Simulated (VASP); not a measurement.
# HfMg3 (I4/mmm) in VASP: notebook

The runs below take HfMg3 through single point, with PBE.

All numbers are computed with VASP 6.6.1; they aren't measurements. Logs are shortened: lines on timing, memory, paths and dates and some standing lists are left out, and cuts for length are marked.

## (1) The cell of the first run

It takes space group I4/mmm (No. 139, tetragonal). The conventional cell has a = 4.453 Å, b = 4.453 Å, c = 8.969 Å, α = 90.00°, β = 90.00°, γ = 90.00°. Mg (site symmetry 4/mmm) has 4 Hf at 3.15 Å and 8 Mg at 3.16 Å within 4.1 Å. Mg (site symmetry -4m2) has 8 Mg at 3.15 to 3.16 Å and 4 Hf at 3.16 Å within 4.1 Å. Hf (site symmetry 4/mmm) has 12 Mg at 3.15 to 3.16 Å within 4.1 Å.

## (2) Single point, PBE

The input, INCAR:

```
  PREC = Accurate
  ENCUT = 520
  EDIFF = 1E-7
  ISMEAR = 1
  SIGMA = 0.05
  LREAL = False
  LASPH = True
  NELM = 80
  ALGO = Normal
  ISIF = 2
  LWAVE = False
  LCHARG = False
  GGA = PE
  NBANDS = 16
```

The input, KPOINTS:

```
Automatic mesh
0
Gamma
  7 7 7
```

The input, POSCAR:

```
HfMg3
1.0
   -2.2263530000      2.2263530000      4.4846200000
    2.2263530000     -2.2263530000      4.4846200000
    2.2263530000      2.2263530000     -4.4846200000
Mg Hf
3 1
Direct
    0.5000000000      0.5000000000      0.0000000000
    0.2500000000      0.7500000000      0.5000000000
    0.7500000000      0.2500000000      0.5000000000
    0.0000000000      0.0000000000      0.0000000000
```

Potentials or basis: VASP PAW PBE potentials, release 64 (Mg, Hf_pv).

Run with:

```bash
> cat potpaw_PBE.64/Mg/POTCAR potpaw_PBE.64/Hf_pv/POTCAR > POTCAR
> mpirun -np 1 vasp_std > vasp.out
```

OUTCAR:

```text
PREC = Accurate
   ENCUT = 520
   EDIFF = 1E-7
   ISMEAR = 1
   LREAL = False
   LASPH = True
   NELM = 80
   ISIF = 2
   GGA = PE

 ion  position               nearest neighbor table
   1  0.500  0.500  0.000-   4 3.15   4 3.15   4 3.15   4 3.15   3 3.16   2 3.16   3 3.16   2 3.16
                             2 3.16   2 3.16   3 3.16   3 3.16
   2  0.250  0.750  0.500-   3 3.15   3 3.15   3 3.15   3 3.15   4 3.16   1 3.16   4 3.16   1 3.16
                             4 3.16   4 3.16   1 3.16   1 3.16
   3  0.750  0.250  0.500-   2 3.15   2 3.15   2 3.15   2 3.15   4 3.16   1 3.16   4 3.16   1 3.16
                             1 3.16   1 3.16   4 3.16   4 3.16
   4  0.000  0.000  0.000-   1 3.15   1 3.15   1 3.15   1 3.15   3 3.16   2 3.16   3 3.16   2 3.16
                             3 3.16   3 3.16   2 3.16   2 3.16

  LATTYP: Found a body centered tetragonal cell.
 ALAT       =     4.4527060000
 C/A-ratio  =     2.0143346540

  Lattice vectors:

 A1 = (  -2.2263530000,   2.2263530000,   4.4846200000)
 A2 = (   2.2263530000,  -2.2263530000,   4.4846200000)
 A3 = (   2.2263530000,   2.2263530000,  -4.4846200000)

Analysis of symmetry for initial positions (statically):
=====================================================================
 Subroutine PRICEL returns:
 Original cell was already a primitive cell.

 Routine SETGRP: Setting up the symmetry group for a
 body centered tetragonal supercell.

 Subroutine GETGRP returns: Found 16 space group operations
 (whereof 16 operations were pure point group operations)
 out of a pool of 16 trial point group operations.

The static configuration has the point symmetry D_4h.

Analysis of symmetry for dynamics (positions and initial velocities):
=====================================================================
 Subroutine PRICEL returns:
 Original cell was already a primitive cell.

 Routine SETGRP: Setting up the symmetry group for a
 body centered tetragonal supercell.

 Subroutine GETGRP returns: Found 16 space group operations
 (whereof 16 operations were pure point group operations)
 out of a pool of 16 trial point group operations.

The dynamic configuration has the point symmetry D_4h.

 Subroutine INISYM returns: Found 16 space group operations
 (whereof 16 operations are pure point group operations),
 and found     1 'primitive' translations

----------------------------------------------------------------------------------------

                                     Primitive cell

[... 93 lines left out ...]
   NELM   =     80;   NELMIN=  2; NELMDL= -5     # of ELM steps
   EDIFF  = 0.1E-06   stopping-criterion for ELM
   LREAL  =      F    real-space projection
   EDIFFG = 0.1E-05   stopping-criterion for IOM
   NSW    =      0    number of steps for IOM
   IBRION =     -1    ionic relax: 0-MD 1-quasi-New 2-CG
   NFREE  =      0    steps in history (QN), initial steepest desc. (CG)
   ISIF   =      2    stress and relaxation
   ISYM   =      2    0-nonsym 1-usesym 2-fastsym
   POTIM  = 0.5000    time-step for ionic-motion
   TEBEG  =    0.0;   TEEND  =   0.0 temperature during run
   PSTRESS=    0.0 pullay stress
   NELECT =      16.0000    total number of electrons
   NUPDOWN=      -1.0000    fix difference up-down
   EMIN   =  10.00;   EMAX   =-10.00  energy-range for DOS
   EFERMI =   0.00;   METHOD = LEGACY
   ISMEAR =     1;   SIGMA  =   0.05  broadening in eV -4-tet -1-fermi 0-gaus
   EFERMI_NEDOS =   21; number of points for ismear=-14 and -15
   IALGO  =     38    algorithm
   IMIX   =      4    mixing-type and parameters
     AMIX     =   0.40;   BMIX     =  1.00
     AMIX_MAG =   1.60;   BMIX_MAG =  1.00
  volume/ion in A,a.u.               =      22.23       150.01
  Fermi-wavevector in a.u.,A,eV,Ry     =   0.924252  1.746582 11.622657  0.854241
  Thomas-Fermi vector in A             =   2.049977
   LORBIT       =      0    0 simple, 1 ext, 2 COOP (PROOUT), +10 PAW based schemes
   GGA     = PE    functional components
   LHFCALC =     F    Hartree Fock is set to
   AEXX    =    0.0000 exact exchange contribution
   IVDW    =     0    specifies the selected vdW correction
   LEPSILON=     F    determine dielectric tensor
   LRPA    =     F    only Hartree local field effects (RPA)
 non-spin polarized calculation
 Methfessel and Paxton  Order N= 1 SIGMA  =   0.05
  energy-cutoff  :      520.00
  volume of cell :       88.91
 maximum number of plane-waves:      2437
 NGX is ok and might be reduce to    42
   NGX = 21   NGY = 21   NGZ = 21

 number of electron      15.9999999 magnetization

 Free energy of the ion-electron system (eV)
  ---------------------------------------------------
  ext. energy  EPLUGINS =         0.00000000
  ---------------------------------------------------
  free energy    TOTEN  =       -13.44478475 eV

  energy without entropy =      -13.44467353  energy(sigma->0) =      -13.44474768

 E-fermi :   3.0081     XC(G=0):  -9.3146

 val. band max:        2.9973651964   @ k =  -0.2857   0.2857   0.1429
 cond. band min:       3.0189449181   @ k =  -0.4286  -0.4286   0.4286
 fundamental gap:      0.0215797217
 Fermi energy:         3.0080832835

 k-point     1 :       0.0000    0.0000    0.0000
  band No.  band energies     occupation
      1     -28.1688      2.00000
      2     -28.0974      2.00000
      3     -28.0974      2.00000
      4      -3.8319      2.00000
      5       2.1523      2.00000
      6       2.2933      2.00000
[... 433 lines left out ...]
      3     -28.1027      2.00000
      4      -0.6749      2.00000
      5      -0.1322      2.00000
      6       0.1931      2.00000
[... 8 lines left out ...]
     15       8.5341      0.00000
     16       8.9923      0.00000

 [... further k-points ...]
[... 5 lines left out ...]
  --------------------------------------------------------------------------------------
  -------------------------------------------------------------------------------------
  Total        0.2408735      0.2408735     -0.7794405      0.0000000     -0.0000000      0.0000000
  in kB        4.3403619      4.3403619    -14.0449400      0.0000000     -0.0000000      0.0000000
  external PRESSURE =      -1.7880720 kB  Pullay stress =       0.0000000 kB

 VOLUME and BASIS-vectors are now :
 -----------------------------------------------------------------------------
  energy-cutoff  :      520.00
  volume of cell :       88.91
      direct lattice vectors                 reciprocal lattice vectors
    -2.226353000  2.226353000  4.484620000     0.000000000  0.224582535  0.111492167
     2.226353000 -2.226353000  4.484620000     0.224582535  0.000000000  0.111492167
     2.226353000  2.226353000 -4.484620000     0.224582535  0.224582535  0.000000000

 POSITION                                       TOTAL-FORCE (eV/Angst)
 -----------------------------------------------------------------------------------
      0.00000      0.00000      4.48462         0.000000     -0.000000     -0.000000
      2.22635     -0.00000      2.24231         0.000000     -0.000000     -0.000000
     -0.00000      2.22635      2.24231        -0.000000      0.000000      0.000000
      0.00000      0.00000      0.00000         0.000000     -0.000000     -0.000000
 -----------------------------------------------------------------------------------
    total drift:                               -0.000000     -0.000000      0.000000

  FREE ENERGIE OF THE ION-ELECTRON SYSTEM (eV)
  ---------------------------------------------------
  free  energy   TOTEN  =       -13.4447847513 eV

  energy  without entropy=      -13.4446735318  energy(sigma->0) =      -13.44474768
```

OSZICAR:

```text
N       E                     dE             d eps       ncg     rms          rms(c)
DAV:   1     0.220867084416E+02    0.22087E+02   -0.68489E+03  1376   0.804E+02
DAV:   2    -0.128322592460E+02   -0.34919E+02   -0.32932E+02  1712   0.151E+02
DAV:   3    -0.140919706183E+02   -0.12597E+01   -0.12355E+01  1784   0.186E+01
DAV:   4    -0.141068140925E+02   -0.14843E-01   -0.14838E-01  1504   0.254E+00
DAV:   5    -0.141070397615E+02   -0.22567E-03   -0.22565E-03  1768   0.284E-01    0.310E+01
DAV:   6    -0.135005977735E+02    0.60644E+00   -0.12709E+00  1520   0.523E+00    0.202E+01
DAV:   7    -0.134504003817E+02    0.50197E-01   -0.22789E-01  1752   0.252E+00    0.270E+00
DAV:   8    -0.134451023207E+02    0.52981E-02   -0.14374E-02  1512   0.604E-01    0.477E-01
DAV:   9    -0.134447948333E+02    0.30749E-03   -0.14861E-03  1560   0.207E-01    0.243E-01
DAV:  10    -0.134447892969E+02    0.55364E-05   -0.91651E-05  1704   0.522E-02    0.925E-02
DAV:  11    -0.134447854123E+02    0.38845E-05   -0.10436E-05  1584   0.238E-02    0.311E-02
DAV:  12    -0.134447848021E+02    0.61023E-06   -0.57679E-07  1576   0.437E-03    0.939E-03
DAV:  13    -0.134447847513E+02    0.50795E-07   -0.64081E-08   920   0.130E-03
   1 F= -.13444785E+02 E0= -.13444748E+02  d E =-.111219E-03
```

It took 99 s on 1 thread of AMD EPYC 7R13, shared host; peak memory 0.25 GiB.

Results:

* Free energy: -13.4448 eV
* Pressure: -0.2 GPa
* Band gap on the k mesh: zero (band 8 reaches 3.65 eV, above the bottom of band 9 at 2.17 eV)

Caveat: spin-orbit coupling is left out, which moves the levels of the heavy elements.

## (3) Single point, PBE

The input, INCAR:

```
SYSTEM = HfMg3
ALGO = Normal
EDIFF = 1E-7
ENCUT = 520
GGA = PE
ISIF = 2
ISMEAR = 1
LASPH = .TRUE.
LCHARG = .FALSE.
LREAL = .FALSE.
LWAVE = .FALSE.
NBANDS = 16
NELM = 60
PREC = Accurate
SIGMA = 0.05
```

The input, KPOINTS:

```
k-points
0
G
  6 6 7
  0 0 0
```

POSCAR is that of step 2.

Potentials or basis: VASP PAW PBE potentials, release 64 (Mg, Hf_pv).

Run with:

```bash
> cat potpaw_PBE.64/Mg/POTCAR potpaw_PBE.64/Hf_pv/POTCAR > POTCAR
> mpirun -np 1 vasp_std > vasp.out
```

Wall time 3.8 min (1 thread of AMD EPYC 7R13, shared host); peak memory 0.29 GiB.

Results (log left out):

* Free energy: -13.4531 eV
* Pressure: -0.1 GPa
* Band gap on the k mesh: zero (band 8 reaches 3.75 eV, above the bottom of band 9 at 2.16 eV)

Stress tensor (GPa, compression positive):
```
 0.41  0.00  0.00
 0.00  0.41  0.00
 0.00  0.00 -1.24
```

Levels at points of the mesh, in eV from the Fermi level:
```csv
k point,band 4,band 5,band 6,band 7,band 8,band 9,band 10,band 11,band 12,band 13
"(0.00, 0.00, 0.00)",-6.86,-0.88,-0.75,-0.34,-0.34,0.43,1.19,2.61,2.61,2.86
"(0.50, 0.00, 0.00)",-4.61,-4.13,-1.85,-0.33,-0.21,0.30,0.84,1.92,2.91,3.67
"(0.50, 0.50, 0.00)",-3.45,-2.65,-2.25,-1.41,-1.20,-0.86,0.07,1.50,2.29,4.05
```

Caveat: spin-orbit coupling is left out, which moves the levels of the heavy elements.
